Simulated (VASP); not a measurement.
# BeS (Fm-3m) in VASP: notebook

BeS is run at these levels: PBEsol; tasks: single point.

Program: VASP 6.6.1. These are calculated values, not measurements. Logs are shortened: lines on timing, memory, paths and dates and some standing lists are left out, and cuts for length are marked.

**1. The cell of the first run**

Symmetry: Fm-3m, No. 225, cubic system. Conventional cell: a = 4.635 Å, b = 4.635 Å, c = 4.635 Å, α = 90.00°, β = 90.00°, γ = 90.00°. Within 3.1 Å of Be (site symmetry m-3m) lie 6 S at 2.32 Å. S (site symmetry m-3m) has 6 Be at 2.32 Å within 3.1 Å.

**2. Single point, PBEsol**

File INCAR:

```
PREC = Accurate ; ENCUT = 600
EDIFF = 1E-6 ; ISMEAR = 0
SIGMA = 0.01 ; LREAL = False
LASPH = True ; NELM = 120
ALGO = Normal ; ISIF = 2
LWAVE = False ; LCHARG = False
GGA = PS ; NBANDS = 11
GGA_COMPAT = False
```

File KPOINTS:

```
regular mesh
0
Gamma
  5 5 5
```

File POSCAR:

```
BeS
1.0
    0.0000000000      2.3172971969      2.3172971969
    2.3172971969      0.0000000000      2.3172971969
    2.3172971969      2.3172971969      0.0000000000
Be S
1 1
Direct
    0.0000000000      0.0000000000      0.0000000000
    0.5000000000      0.5000000000      0.5000000000
```

Potentials or basis: VASP PAW PBE potentials, release 64 (Be, S).

The run is started by

```sh
cat potpaw_PBE.64/Be/POTCAR potpaw_PBE.64/S/POTCAR > POTCAR
mpirun -np 1 vasp_std > vasp.out
```

OUTCAR:

```text
PREC = Accurate
   ENCUT = 600
   EDIFF = 1E-6
   ISMEAR = 0
   LREAL = False
   LASPH = True
   NELM = 120
   ISIF = 2
   GGA = PS

 ion  position               nearest neighbor table
   1  0.000  0.000  0.000-   2 2.32   2 2.32   2 2.32   2 2.32   2 2.32   2 2.32
   2  0.500  0.500  0.500-   1 2.32   1 2.32   1 2.32   1 2.32   1 2.32   1 2.32

  LATTYP: Found a face centered cubic cell.
 ALAT       =     4.6345943938

  Lattice vectors:

 A1 = (   0.0000000000,   2.3172971969,   2.3172971969)
 A2 = (   2.3172971969,   0.0000000000,   2.3172971969)
 A3 = (   2.3172971969,   2.3172971969,   0.0000000000)

Analysis of symmetry for initial positions (statically):
=====================================================================
 Subroutine PRICEL returns:
 Original cell was already a primitive cell.

 Routine SETGRP: Setting up the symmetry group for a
 face centered cubic supercell.

 Subroutine GETGRP returns: Found 48 space group operations
 (whereof 48 operations were pure point group operations)
 out of a pool of 48 trial point group operations.

The static configuration has the point symmetry O_h .

Analysis of symmetry for dynamics (positions and initial velocities):
=====================================================================
 Subroutine PRICEL returns:
 Original cell was already a primitive cell.

 Routine SETGRP: Setting up the symmetry group for a
 face centered cubic supercell.

 Subroutine GETGRP returns: Found 48 space group operations
 (whereof 48 operations were pure point group operations)
 out of a pool of 48 trial point group operations.

The dynamic configuration has the point symmetry O_h .

 Subroutine INISYM returns: Found 48 space group operations
 (whereof 48 operations are pure point group operations),
 and found     1 'primitive' translations

----------------------------------------------------------------------------------------

                                     Primitive cell

  volume of cell :      24.8872

  direct lattice vectors                    reciprocal lattice vectors
     0.000000000  2.317297197  2.317297197    -0.215768612  0.215768612  0.215768612
     2.317297197  0.000000000  2.317297197     0.215768612 -0.215768612  0.215768612
     2.317297197  2.317297197  0.000000000     0.215768612  0.215768612 -0.215768612

  length of vectors
     3.277153124  3.277153124  3.277153124     0.373722199  0.373722199  0.373722199

  position of ions in fractional coordinates (direct lattice)
     0.000000000  0.000000000  0.000000000
     0.500000000  0.500000000  0.500000000

  ion indices of the primitive-cell ions
   primitive index   ion index
                 1           1
                 2           2

----------------------------------------------------------------------------------------

 KPOINTS: regular mesh

Automatic generation of k-mesh.
 Grid dimensions read from file:
 generate k-points for:    5    5    5

 Generating k-lattice:

  Cartesian coordinates                     Fractional coordinates (reciprocal lattice)
    -0.043153722  0.043153722  0.043153722     0.200000000  0.000000000  0.000000000
     0.043153722 -0.043153722  0.043153722     0.000000000  0.200000000  0.000000000
     0.043153722  0.043153722 -0.043153722     0.000000000  0.000000000  0.200000000

  Length of vectors
     0.074744440  0.074744440  0.074744440

  Shift w.r.t. Gamma in fractional coordinates (k-lattice)
     0.000000000  0.000000000  0.000000000

 Subroutine IBZKPT returns following result:
 ===========================================

 Found     10 irreducible k-points:

 Following reciprocal coordinates:
            Coordinates               Weight
  0.000000  0.000000  0.000000      1.000000
  0.200000  0.000000  0.000000      8.000000
  0.400000  0.000000  0.000000      8.000000
  0.200000  0.200000  0.000000      6.000000
  0.400000  0.200000  0.000000     24.000000
 -0.400000  0.200000  0.000000     24.000000
 -0.200000  0.200000  0.000000     12.000000
  0.400000  0.400000  0.000000      6.000000
 -0.400000  0.400000  0.000000     12.000000
 -0.400000  0.400000  0.200000     24.000000
   k-points           NKPTS =     10   k-points in BZ     NKDIM =     10   number of bands    NBANDS=     11
   number of dos      NEDOS =    301   number of ions     NIONS =      2
   total plane-waves  NPLWV =  21952
   dimension x,y,z NGX =    28 NGY =   28 NGZ =   28
   dimension x,y,z NGXF=    56 NGYF=   56 NGZF=   56
   ions per type =               1   1
   NGX,Y,Z   is equivalent  to a cutoff of  14.20, 14.20, 14.20 a.u.
   NGXF,Y,Z  is equivalent  to a cutoff of  28.41, 28.41, 28.41 a.u.
 SYSTEM =  unknown system
   PREC   = accura    normal or accurate (medium, high low for compatibility)
   ISTART =      0    job   : 0-new  1-cont  2-samecut
   ICHARG =      2    charge: 1-file 2-atom 10-const
   ISPIN  =      1    spin polarized calculation?
   LNONCOLLINEAR =      F non collinear calculations
   LSORBIT =      F    spin-orbit coupling
   LASPH  =      T    aspherical Exc in radial PAW
   ENCUT  =  600.0 eV  44.10 Ry    6.64 a.u.   6.55  6.55  6.55*2*pi/ulx,y,z
   NELM   =    120;   NELMIN=  2; NELMDL= -5     # of ELM steps
   EDIFF  = 0.1E-05   stopping-criterion for ELM
   LREAL  =      F    real-space projection
   EDIFFG = 0.1E-04   stopping-criterion for IOM
   NSW    =      0    number of steps for IOM
   IBRION =     -1    ionic relax: 0-MD 1-quasi-New 2-CG
   NFREE  =      0    steps in history (QN), initial steepest desc. (CG)
   ISIF   =      2    stress and relaxation
   ISYM   =      2    0-nonsym 1-usesym 2-fastsym
   POTIM  = 0.5000    time-step for ionic-motion
   TEBEG  =    0.0;   TEEND  =   0.0 temperature during run
   PSTRESS=    0.0 pullay stress
   NELECT =       8.0000    total number of electrons
   NUPDOWN=      -1.0000    fix difference up-down
   EMIN   =  10.00;   EMAX   =-10.00  energy-range for DOS
   EFERMI =   0.00;   METHOD = LEGACY
   ISMEAR =     0;   SIGMA  =   0.01  broadening in eV -4-tet -1-fermi 0-gaus
   EFERMI_NEDOS =   21; number of points for ismear=-14 and -15
   IALGO  =     38    algorithm
   IMIX   =      4    mixing-type and parameters
     AMIX     =   0.40;   BMIX     =  1.00
     AMIX_MAG =   1.60;   BMIX_MAG =  1.00
  volume/ion in A,a.u.               =      12.44        83.97
  Fermi-wavevector in a.u.,A,eV,Ry     =   1.121450  2.119232 17.111356  1.257649
  Thomas-Fermi vector in A             =   2.258103
   LORBIT       =      0    0 simple, 1 ext, 2 COOP (PROOUT), +10 PAW based schemes
   GGA     = PS    functional components
   LHFCALC =     F    Hartree Fock is set to
   AEXX    =    0.0000 exact exchange contribution
   IVDW    =     0    specifies the selected vdW correction
   LEPSILON=     F    determine dielectric tensor
   LRPA    =     F    only Hartree local field effects (RPA)
 non-spin polarized calculation
 Gauss-broadening in eV      SIGMA  =   0.01
  energy-cutoff  :      600.00
  volume of cell :       24.89
 maximum number of plane-waves:       869
 NGX is ok and might be reduce to    28
   NGX = 13   NGY = 13   NGZ = 13

 number of electron       7.9999999 magnetization

 Free energy of the ion-electron system (eV)
  ---------------------------------------------------
  ext. energy  EPLUGINS =         0.00000000
  ---------------------------------------------------
  free energy    TOTEN  =        -9.52980194 eV

  energy without entropy =       -9.52980194  energy(sigma->0) =       -9.52980194

 E-fermi :   6.4721     XC(G=0): -10.7148

 val. band max:        6.4063173785   @ k =  -0.2000   0.2000   0.0000
 cond. band min:       7.8259732269   @ k =   0.4000   0.4000   0.0000
 fundamental gap:      1.4196558484
 Fermi energy:         6.4720522641

 k-point     1 :       0.0000    0.0000    0.0000
  band No.  band energies     occupation
      1      -8.5251      2.00000
      2       6.2933      2.00000
      3       6.2933      2.00000
      4       6.2933      2.00000
      5      11.8064      0.00000
      6      15.3316      0.00000
      7      15.3316      0.00000
      8      15.3316      0.00000
      9      16.1218      0.00000
     10      16.1218      0.00000
     11      16.1218      0.00000

 k-point     2 :       0.2000    0.0000    0.0000
  band No.  band energies     occupation
      1      -7.9458      2.00000
      2       3.4656      2.00000
      3       6.1580      2.00000
      4       6.1580      2.00000
      5      11.9748      0.00000
      6      13.0362      0.00000
      7      13.0362      0.00000
      8      15.6104      0.00000
      9      16.9604      0.00000
     10      16.9604      0.00000
     11      17.0006      0.00000

 k-point     3 :       0.4000    0.0000    0.0000
  band No.  band energies     occupation
      1      -6.5899      2.00000
      2      -0.0470      2.00000
      3       6.0729      2.00000
      4       6.0729      2.00000
      5      10.7767      0.00000
      6      10.7858      0.00000
      7      10.7858      0.00000
      8      16.6877      0.00000
      9      20.2423      0.00000
     10      20.7226      0.00000
     11      20.7226      0.00000
[... 71 lines left out ...]
 k-point     9 :      -0.4000    0.4000    0.0000
  band No.  band energies     occupation
      1      -5.2089      2.00000
      2       0.1923      2.00000
      3       1.8214      2.00000
      4       3.8326      2.00000
      5       8.5034      0.00000
      6      12.9715      0.00000
      7      15.5218      0.00000
      8      17.8631      0.00000
      9      18.8925      0.00000
     10      22.8437      0.00000
     11      22.8806      0.00000

 k-point    10 :      -0.4000    0.4000    0.2000
  band No.  band energies     occupation
      1      -5.5218      2.00000
      2       0.7563      2.00000
      3       1.8701      2.00000
      4       3.4353      2.00000
      5      10.5719      0.00000
      6      12.5163      0.00000
      7      14.4821      0.00000
      8      17.3737      0.00000
      9      18.7869      0.00000
     10      20.3661      0.00000
     11      23.7996      0.00000

------------------------ aborting loop because EDIFF is reached ----------------------------------------

  FORCE on cell =-STRESS in cart. coord.  units (eV):
  Direction    XX          YY          ZZ          XY          YZ          ZX
  --------------------------------------------------------------------------------------
  -------------------------------------------------------------------------------------
  Total       -0.3747601     -0.3747601     -0.3747601     -0.0000000     -0.0000000      0.0000000
  in kB      -24.1261867    -24.1261867    -24.1261867     -0.0000000     -0.0000000      0.0000000
  external PRESSURE =     -24.1261867 kB  Pullay stress =       0.0000000 kB

 VOLUME and BASIS-vectors are now :
 -----------------------------------------------------------------------------
  energy-cutoff  :      600.00
  volume of cell :       24.89
      direct lattice vectors                 reciprocal lattice vectors
     0.000000000  2.317297197  2.317297197    -0.215768612  0.215768612  0.215768612
     2.317297197  0.000000000  2.317297197     0.215768612 -0.215768612  0.215768612
     2.317297197  2.317297197  0.000000000     0.215768612  0.215768612 -0.215768612

 POSITION                                       TOTAL-FORCE (eV/Angst)
 -----------------------------------------------------------------------------------
      0.00000      0.00000      0.00000        -0.000000      0.000000      0.000000
      2.31730      2.31730      2.31730         0.000000     -0.000000     -0.000000
 -----------------------------------------------------------------------------------
    total drift:                                0.000000      0.000000      0.000000

  FREE ENERGIE OF THE ION-ELECTRON SYSTEM (eV)
  ---------------------------------------------------
  free  energy   TOTEN  =        -9.5298019396 eV

  energy  without entropy=       -9.5298019396  energy(sigma->0) =       -9.52980194
```

It took 5.5 s on 1 thread of AMD EPYC 7R13 (Zen 3), shared host; peak memory 0.11 GiB.

Results:

```
Free energy            : -9.5298 eV
Pressure               : -2.4 GPa
Band gap on the k mesh : 1.42 eV, indirect (least direct gap 4.24 eV)
```

Levels at points of the mesh, in eV from the valence-band top:
| k point | band 2 | band 3 | band 4 | band 5 | band 6 | band 7 |
| --- | --- | --- | --- | --- | --- | --- |
| (0.00, 0.00, 0.00) | -0.11 | -0.11 | -0.11 | 5.40 | 8.93 | 8.93 |

Caveat: the k points lie up to 0.47 Å⁻¹ apart; the PAW data sets were made with another functional, which shifts forces and pressure a little.

**3. Single point, PBEsol**

File INCAR:

```
SYSTEM = BeS
PREC = Accurate
ENCUT = 600
EDIFF = 1E-6
ISMEAR = 1
SIGMA = 0.13
LREAL = .False.
LASPH = .True.
NELM = 120
ALGO = Normal
ISIF = 2
LWAVE = .False.
LCHARG = .False.
GGA = PS
NBANDS = 11
GGA_COMPAT = .False.
```

File KPOINTS:

```
regular mesh
0
Gamma
  6 6 6
  0 0 0
```

POSCAR is that of step 2.

Potentials or basis: VASP PAW PBE potentials, release 64 (Be, S).

The run is started by

```sh
cat potpaw_PBE.64/Be/POTCAR potpaw_PBE.64/S/POTCAR > POTCAR
mpirun -np 1 vasp_std > vasp.out
```

It took 8.4 s on 1 thread of AMD EPYC 7R13 (Zen 3), shared host; peak memory 0.11 GiB.

It converged, with:

- Free energy: -9.5624 eV
- Pressure: -2.8 GPa
- Band gap on the k mesh: 0.96 eV, indirect (least direct gap 4.15 eV)

Levels at points of the mesh, in eV from the valence-band top:
```
           k point  band 1  band 2  band 3  band 4  band 5  band 6  band 7  band 8
(0.00, 0.00, 0.00)  -15.11   -0.29   -0.29   -0.29    5.23    8.76    8.76    8.76
(0.50, 0.00, 0.00)  -12.83   -7.26   -0.51   -0.51    3.90    3.90    4.03   10.16
(0.50, 0.50, 0.00)  -11.77   -6.84   -3.19   -3.19    0.96    4.19   11.75   11.75
```

Caveat: the PAW data sets were made with another functional, which shifts forces and pressure a little. A k mesh can miss the band edges.
